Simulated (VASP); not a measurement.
# HPt16 in VASP: a series of runs

HPt16 is run at these levels: PBE; tasks: single point.

Program: VASP 6.6.1. These are calculated values, not measurements. Logs are shortened: lines on timing, memory, paths and dates and some standing lists are left out, and cuts for length are marked.

**1. The cell of the first run**

The cell holds a slab with vacuum, 17 atoms: a = 5.549 Å, b = 5.549 Å, c = 19.797 Å, α = 90.00°, β = 90.00°, γ = 60.00°.

**2. Single point, PBE**

File INCAR:

```
SYSTEM = HPt16
PREC     = Accurate       ! precision mode
ENCUT    = 400            ! plane-wave cutoff, eV
EDIFF    = 1E-6           ! SCF threshold, eV
ISMEAR   = 0              ! smearing method
SIGMA    = 0.1            ! smearing width, eV
LREAL    = .False.        ! projectors in reciprocal space
LASPH    = .True.         ! aspherical terms in the spheres
NELM     = 120            ! most SCF steps
ALGO     = Normal         ! electronic algorithm
ISIF     = 2              ! what is computed and relaxed
LWAVE    = .False.        ! write WAVECAR
LCHARG   = .False.        ! write CHGCAR
GGA      = PE             ! functional
NBANDS   = 94             ! bands
GGA_COMPAT= .False.      
NELMDL   = -8
```

File KPOINTS:

```
Automatic mesh
0
Gamma
  6 6 1
  0 0 0
```

File POSCAR:

```
HPt16
1.0
    5.5493740200      0.0000000000      0.0000000000
    2.7746870100      4.8058988800      0.0000000000
    0.0000000000      0.0000000000     19.7965673700
Pt H
16 1
Direct
    0.0000000000      0.0000000000      0.3283397510
    0.5000000000      0.0000000000      0.3283397510
    0.0000000000      0.5000000000      0.3283397510
    0.5000000000      0.5000000000      0.3283397510
    0.1666666667      0.1666666667      0.4427799170
    0.6666666667      0.1666666667      0.4427799170
    0.1666666667      0.6666666667      0.4427799170
    0.6666666667      0.6666666667      0.4427799170
    0.8333333333      0.3333333333      0.5572200830
    0.3333333333      0.3333333333      0.5572200830
    0.8333333333      0.8333333333      0.5572200830
    0.3333333333      0.8333333333      0.5572200830
    0.0000000000      0.0000000000      0.6716602490
    0.5000000000      0.0000000000      0.6716602490
    0.0000000000      0.5000000000      0.6716602490
    0.5000000000      0.5000000000      0.6716602490
    0.3333333333      0.3333333333      0.7651107935
```

Potentials or basis: VASP PAW PBE potentials, release 64 (Pt, H).

Launch:

```
$ cat potpaw_PBE.64/Pt/POTCAR potpaw_PBE.64/H/POTCAR > POTCAR
$ mpirun -np 1 vasp_std > vasp.out
```

OUTCAR:

```text
SYSTEM = HPt16
   PREC = Accurate
   ENCUT = 400
   EDIFF = 1E-6
   ISMEAR = 0
   LREAL = .False.
   LASPH = .True.
   NELM = 120
   ISIF = 2
   GGA = PE
   NELMDL = -8

 ion  position               nearest neighbor table
   1  0.000  0.000  0.328-   6 2.77   5 2.77   7 2.77   2 2.77   2 2.77   3 2.77   4 2.77   3 2.77
                             4 2.77
   2  0.500  0.000  0.328-   5 2.77   6 2.77   8 2.77   1 2.77   1 2.77   3 2.77   4 2.77   4 2.77
                             3 2.77
   3  0.000  0.500  0.328-   8 2.77   7 2.77   5 2.77   4 2.77   4 2.77   1 2.77   2 2.77   2 2.77
                             1 2.77
   4  0.500  0.500  0.328-   7 2.77   8 2.77   6 2.77   3 2.77   3 2.77   1 2.77   2 2.77   1 2.77
                             2 2.77
   5  0.167  0.167  0.443-  10 2.77   2 2.77   9 2.77   1 2.77   3 2.77   6 2.77   6 2.77  12 2.77
                             7 2.77   8 2.77   7 2.77   8 2.77
   6  0.667  0.167  0.443-   9 2.77   1 2.77  10 2.77   2 2.77   4 2.77   5 2.77   5 2.77  11 2.77
                             7 2.77   8 2.77   8 2.77   7 2.77
   7  0.167  0.667  0.443-  12 2.77   4 2.77  11 2.77   3 2.77   1 2.77   8 2.77   8 2.77  10 2.77
                             5 2.77   6 2.77   6 2.77   5 2.77
   8  0.667  0.667  0.443-  11 2.77   3 2.77  12 2.77   4 2.77   2 2.77   7 2.77   7 2.77   9 2.77
                             5 2.77   6 2.77   5 2.77   6 2.77
   9  0.833  0.333  0.557-   6 2.77  16 2.77   5 2.77  15 2.77  13 2.77  10 2.77  10 2.77   8 2.77
                            11 2.77  12 2.77  11 2.77  12 2.77
  10  0.333  0.333  0.557-   5 2.77  15 2.77   6 2.77  16 2.77  14 2.77   9 2.77   9 2.77   7 2.77
                            11 2.77  12 2.77  12 2.77  11 2.77
  11  0.833  0.833  0.557-   8 2.77  14 2.77   7 2.77  13 2.77  15 2.77  12 2.77  12 2.77   6 2.77
                             9 2.77  10 2.77  10 2.77   9 2.77
  12  0.333  0.833  0.557-   7 2.77  13 2.77   8 2.77  14 2.77  16 2.77  11 2.77  11 2.77   5 2.77
                             9 2.77  10 2.77   9 2.77  10 2.77
  13  0.000  0.000  0.672-  12 2.77  11 2.77   9 2.77  14 2.77  14 2.77  15 2.77  16 2.77  15 2.77
                            16 2.77
  14  0.500  0.000  0.672-  11 2.77  12 2.77  10 2.77  13 2.77  13 2.77  15 2.77  16 2.77  16 2.77
                            15 2.77
  15  0.000  0.500  0.672-  10 2.77   9 2.77  11 2.77  16 2.77  16 2.77  13 2.77  14 2.77  14 2.77
                            13 2.77
  16  0.500  0.500  0.672-   9 2.77  10 2.77  12 2.77  15 2.77  15 2.77  13 2.77  14 2.77  13 2.77
                            14 2.77
  17  0.333  0.333  0.765-

  LATTYP: Found a hexagonal cell.
 ALAT       =     5.5493740231
 C/A-ratio  =     3.5673514324

  Lattice vectors:

 A1 = (  -2.7746870100,  -4.8058988800,   0.0000000000)
 A2 = (   5.5493740200,   0.0000000000,   0.0000000000)
 A3 = (   0.0000000000,   0.0000000000,  19.7965673700)

Analysis of symmetry for initial positions (statically):
=====================================================================
 Subroutine PRICEL returns:
 Original cell was already a primitive cell.

 Routine SETGRP: Setting up the symmetry group for a
 hexagonal supercell.

 Subroutine GETGRP returns: Found  6 space group operations
 (whereof  6 operations were pure point group operations)
 out of a pool of 24 trial point group operations.

The static configuration has the point symmetry C_3v.

Analysis of symmetry for dynamics (positions and initial velocities):
=====================================================================
 Subroutine PRICEL returns:
 Original cell was already a primitive cell.

 Routine SETGRP: Setting up the symmetry group for a
 hexagonal supercell.

 Subroutine GETGRP returns: Found  6 space group operations
 (whereof  6 operations were pure point group operations)
 out of a pool of 24 trial point group operations.

The dynamic configuration has the point symmetry C_3v.

 Subroutine INISYM returns: Found  6 space group operations
 (whereof  6 operations are pure point group operations),
 and found     1 'primitive' translations

----------------------------------------------------------------------------------------

                                     Primitive cell

  volume of cell :     527.9691

  direct lattice vectors                    reciprocal lattice vectors
     5.549374020  0.000000000  0.000000000     0.180200505 -0.104038810  0.000000000
     2.774687010  4.805898880  0.000000000     0.000000000  0.208077620  0.000000000
     0.000000000  0.000000000 19.796567370     0.000000000  0.000000000  0.050513808

  length of vectors
     5.549374020  5.549374023 19.796567370     0.208077620  0.208077620  0.050513808

  position of ions in fractional coordinates (direct lattice)
     0.000000000  0.000000000  0.328339751
     0.500000000  0.000000000  0.328339751
     0.000000000  0.500000000  0.328339751
     0.500000000  0.500000000  0.328339751
     0.166666667  0.166666667  0.442779917
     0.666666667  0.166666667  0.442779917
[... 9 lines left out ...]
     0.500000000  0.500000000  0.671660249
     0.333333333  0.333333333  0.765110793

  ion indices of the primitive-cell ions
   primitive index   ion index
                 1           1
                 2           2
                 3           3
                 4           4
                 5           5
                 6           6
[... 9 lines left out ...]
                16          16
                17          17

----------------------------------------------------------------------------------------

 KPOINTS: Automatic mesh

Automatic generation of k-mesh.
 Grid dimensions read from file:
 generate k-points for:    6    6    1

 Generating k-lattice:

  Cartesian coordinates                     Fractional coordinates (reciprocal lattice)
     0.030033417 -0.017339802  0.000000000     0.166666667  0.000000000  0.000000000
     0.000000000  0.034679603  0.000000000     0.000000000  0.166666667  0.000000000
     0.000000000  0.000000000  0.050513808     0.000000000  0.000000000  1.000000000

  Length of vectors
     0.034679603  0.034679603  0.050513808

  Shift w.r.t. Gamma in fractional coordinates (k-lattice)
     0.000000000  0.000000000  0.000000000

 Subroutine IBZKPT returns following result:
 ===========================================

 Found      7 irreducible k-points:

 Following reciprocal coordinates:
            Coordinates               Weight
  0.000000  0.000000  0.000000      1.000000
  0.166667 -0.000000  0.000000      6.000000
  0.333333 -0.000000  0.000000      6.000000
  0.500000  0.000000  0.000000      3.000000
  0.333333  0.166667  0.000000      6.000000
  0.500000  0.166667  0.000000     12.000000
 -0.333333  0.333333  0.000000      2.000000
   k-points           NKPTS =      7   k-points in BZ     NKDIM =      7   number of bands    NBANDS=     94
   number of dos      NEDOS =    301   number of ions     NIONS =     17
   total plane-waves  NPLWV = 181440
   dimension x,y,z NGX =    36 NGY =   36 NGZ =  140
   dimension x,y,z NGXF=    72 NGYF=   72 NGZF=  280
   ions per type =              16   1
   NGX,Y,Z   is equivalent  to a cutoff of  10.78, 10.78, 11.76 a.u.
   NGXF,Y,Z  is equivalent  to a cutoff of  21.57, 21.57, 23.51 a.u.
 SYSTEM =  HPt16
   PREC   = accura    normal or accurate (medium, high low for compatibility)
   ISTART =      0    job   : 0-new  1-cont  2-samecut
   ICHARG =      2    charge: 1-file 2-atom 10-const
   ISPIN  =      1    spin polarized calculation?
   LNONCOLLINEAR =      F non collinear calculations
   LSORBIT =      F    spin-orbit coupling
   LASPH  =      T    aspherical Exc in radial PAW
   ENCUT  =  400.0 eV  29.40 Ry    5.42 a.u.   9.05  9.05 32.28*2*pi/ulx,y,z
   NELM   =    120;   NELMIN=  2; NELMDL= -8     # of ELM steps
   EDIFF  = 0.1E-05   stopping-criterion for ELM
   LREAL  =      F    real-space projection
   EDIFFG = 0.1E-04   stopping-criterion for IOM
   NSW    =      0    number of steps for IOM
   IBRION =     -1    ionic relax: 0-MD 1-quasi-New 2-CG
   NFREE  =      0    steps in history (QN), initial steepest desc. (CG)
   ISIF   =      2    stress and relaxation
   ISYM   =      2    0-nonsym 1-usesym 2-fastsym
   POTIM  = 0.5000    time-step for ionic-motion
   TEBEG  =    0.0;   TEEND  =   0.0 temperature during run
   PSTRESS=    0.0 pullay stress
   NELECT =     161.0000    total number of electrons
   NUPDOWN=      -1.0000    fix difference up-down
   EMIN   =  10.00;   EMAX   =-10.00  energy-range for DOS
   EFERMI =   0.00;   METHOD = LEGACY
   ISMEAR =     0;   SIGMA  =   0.10  broadening in eV -4-tet -1-fermi 0-gaus
   EFERMI_NEDOS =   21; number of points for ismear=-14 and -15
   IALGO  =     38    algorithm
   IMIX   =      4    mixing-type and parameters
     AMIX     =   0.40;   BMIX     =  1.00
     AMIX_MAG =   1.60;   BMIX_MAG =  1.00
  volume/ion in A,a.u.               =      31.06       209.58
  Fermi-wavevector in a.u.,A,eV,Ry     =   1.101913  2.082314 16.520359  1.214212
  Thomas-Fermi vector in A             =   2.238348
   LORBIT       =      0    0 simple, 1 ext, 2 COOP (PROOUT), +10 PAW based schemes
   GGA     = PE    functional components
   LHFCALC =     F    Hartree Fock is set to
   AEXX    =    0.0000 exact exchange contribution
   IVDW    =     0    specifies the selected vdW correction
   LEPSILON=     F    determine dielectric tensor
   LRPA    =     F    only Hartree local field effects (RPA)
 non-spin polarized calculation
 Gauss-broadening in eV      SIGMA  =   0.10
  energy-cutoff  :      400.00
  volume of cell :      527.97
 maximum number of plane-waves:      9645
   NGX = 19   NGY = 19   NGZ = 65

 number of electron     161.0000010 magnetization

 Free energy of the ion-electron system (eV)
  ---------------------------------------------------
  ext. energy  EPLUGINS =         0.00000000
  ---------------------------------------------------
  free energy    TOTEN  =       -95.32716449 eV

  energy without entropy =      -95.19113534  energy(sigma->0) =      -95.25914992

 E-fermi :   2.0763     XC(G=0):  -7.1865

 val. band max:        2.0633707467   @ k =   0.1667  -0.0000   0.0000
 cond. band min:       2.0765100740   @ k =   0.3333  -0.0000   0.0000
 fundamental gap:      0.0131393273
 Fermi energy:         2.0762732589

 k-point     1 :       0.0000    0.0000    0.0000
  band No.  band energies     occupation
      1      -7.5525      2.00000
      2      -6.2386      2.00000
      3      -5.1171      2.00000
      4      -5.0092      2.00000
      5      -4.7727      2.00000
      6      -4.7727      2.00000
[... 84 lines left out ...]
     91       4.4582      0.00000
     92       4.7707      0.00000

 k-point     2 :       0.1667   -0.0000    0.0000
  band No.  band energies     occupation
      1      -7.3096      2.00000
      2      -6.0003      2.00000
      3      -4.8768      2.00000
      4      -4.7817      2.00000
      5      -4.7784      2.00000
      6      -4.6034      2.00000
[... 464 lines left out ...]
     91       4.5851      0.00000
     92       5.3028      0.00000

 k-point     7 :      -0.3333    0.3333    0.0000
  band No.  band energies     occupation
      1      -5.1506      2.00000
      2      -5.1488      2.00000
      3      -5.1433      2.00000
      4      -4.2364      2.00000
      5      -4.2136      2.00000
      6      -4.1988      2.00000
[... 84 lines left out ...]
     91       4.9753      0.00000
     92       5.0042      0.00000
 [bands above 92 left out]

------------------------ aborting loop because EDIFF is reached ----------------------------------------

  FORCE on cell =-STRESS in cart. coord.  units (eV):
  Direction    XX          YY          ZZ          XY          YZ          ZX
  --------------------------------------------------------------------------------------
  -------------------------------------------------------------------------------------
  Total       -5.2694544     -5.2694545      5.7094655      0.0000000      0.0000000     -0.0000000
  in kB      -15.9907090    -15.9907090     17.3259684      0.0000000      0.0000000     -0.0000000
  external PRESSURE =      -4.8851499 kB  Pullay stress =       0.0000000 kB

 VOLUME and BASIS-vectors are now :
 -----------------------------------------------------------------------------
  energy-cutoff  :      400.00
  volume of cell :      527.97
      direct lattice vectors                 reciprocal lattice vectors
     5.549374020  0.000000000  0.000000000     0.180200505 -0.104038810  0.000000000
     2.774687010  4.805898880  0.000000000     0.000000000  0.208077620  0.000000000
     0.000000000  0.000000000 19.796567370     0.000000000  0.000000000  0.050513808

 POSITION                                       TOTAL-FORCE (eV/Angst)
 -----------------------------------------------------------------------------------
      0.00000      0.00000      6.50000         0.000000      0.000000     -0.366148
      2.77469      0.00000      6.50000         0.000000     -0.036486     -0.468724
      1.38734      2.40295      6.50000        -0.031598      0.018243     -0.468724
      4.16203      2.40295      6.50000         0.031598      0.018243     -0.468724
      1.38734      0.80098      8.76552         0.056587      0.032670      0.173578
      4.16203      0.80098      8.76552        -0.056587      0.032670      0.173578
[... 9 lines left out ...]
      4.16203      2.40295     13.29657        -0.278531     -0.160810      1.155918
      2.77469      1.60197     15.14657         0.000000      0.000000     -2.071540
 -----------------------------------------------------------------------------------
    total drift:                                0.000000      0.000000     -0.000120

  FREE ENERGIE OF THE ION-ELECTRON SYSTEM (eV)
  ---------------------------------------------------
  free  energy   TOTEN  =       -95.3271644872 eV

  energy  without entropy=      -95.1911353450  energy(sigma->0) =      -95.25914992
```

Wall time 15 min (1 thread of Oxide Virtual Turin-like, shared host); peak memory 0.49 GiB.

Results:

| Property | Result |
| --- | --- |
| Free energy | -95.3272 eV |
| Largest force | 2.072 eV/Å |
| Band gap on the k mesh | zero (an odd number of electrons rules out a gap without spin polarisation) |

Forces on the atoms (eV/Å):
```
Pt   0.000  0.000 -0.366
Pt   0.000 -0.036 -0.469
Pt  -0.032  0.018 -0.469
Pt   0.032  0.018 -0.469
Pt   0.057  0.033  0.174
Pt  -0.057  0.033  0.174
Pt   0.000 -0.065  0.174
Pt   0.000  0.000  0.285
Pt   0.000  0.095 -0.092
Pt   0.000  0.000 -0.343
Pt  -0.083 -0.048 -0.092
Pt   0.083 -0.048 -0.092
Pt   0.000  0.000  0.190
Pt   0.000  0.322  1.156
Pt   0.279 -0.161  1.156
Pt  -0.279 -0.161  1.156
H    0.000  0.000 -2.072
```

Caveat: there is no dipole correction, which matters where the two faces differ; spin-orbit coupling is left out, which moves the levels of the heavy elements.

**3. Single point, PBE**

File INCAR:

```
PREC = Accurate
ENCUT = 400
EDIFF = 1E-6
ISMEAR = 0
SIGMA = 0.1
LREAL = F
LASPH = T
NELM = 120
ALGO = Normal
ISIF = 2
LWAVE = F
LCHARG = T
GGA = PE
LELF = T
LVHAR = T
NBANDS = 94
GGA_COMPAT = F
NELMDL = -8
```

File KPOINTS:

```
regular mesh
0
Gamma
  6 6 1
```

Edit POSCAR of step 2 so:

```diff
@@ -24,2 +24,2 @@
     0.5000000000      0.5000000000      0.6716602490
-    0.3333333333      0.3333333333      0.7651107935
+    0.3333333333      0.3333333333      0.7853163167
```

Potentials or basis: VASP PAW PBE potentials, release 64 (Pt, H).

Launch:

```
$ cat potpaw_PBE.64/Pt/POTCAR potpaw_PBE.64/H/POTCAR > POTCAR
$ mpirun -np 1 vasp_std > vasp.out
```

Run time: 9.2 min. Hardware: 1 thread of Oxide Virtual Turin-like, shared host; peak memory 0.5 GiB.

It converged, with:

```yaml
Free_energy: -94.5510 eV
Largest_force: 1.751 eV/Å
Band_gap_on_the_k_mesh: zero (an odd number of electrons rules out a gap without spin polarisation)
```

Forces in eV/Å, atoms in the order of the input:
```
Pt   0.000  0.000 -0.363
Pt   0.000 -0.023 -0.469
Pt  -0.020  0.012 -0.469
Pt   0.020  0.012 -0.469
Pt   0.057  0.033  0.214
Pt  -0.057  0.033  0.214
Pt   0.000 -0.066  0.214
Pt   0.000  0.000  0.268
Pt   0.000  0.086 -0.100
Pt   0.000  0.000 -0.331
Pt  -0.074 -0.043 -0.100
Pt   0.074 -0.043 -0.100
Pt   0.000  0.000  0.255
Pt   0.000  0.228  0.996
Pt   0.197 -0.114  0.996
Pt  -0.197 -0.114  0.996
H    0.000  0.000 -1.751
```

Levels at points of the mesh, in eV from the Fermi level:
```csv
k point,band 77,band 78,band 79,band 80,band 81,band 82
"(0.00, 0.00, 0.00)",0.27,0.27,0.27,0.53,0.55,0.55
"(0.50, 0.00, 0.00)",-0.48,-0.34,-0.17,0.05,0.05,0.06
```

Caveat: there is no dipole correction, which matters where the two faces differ; spin-orbit coupling is left out, which moves the levels of the heavy elements.
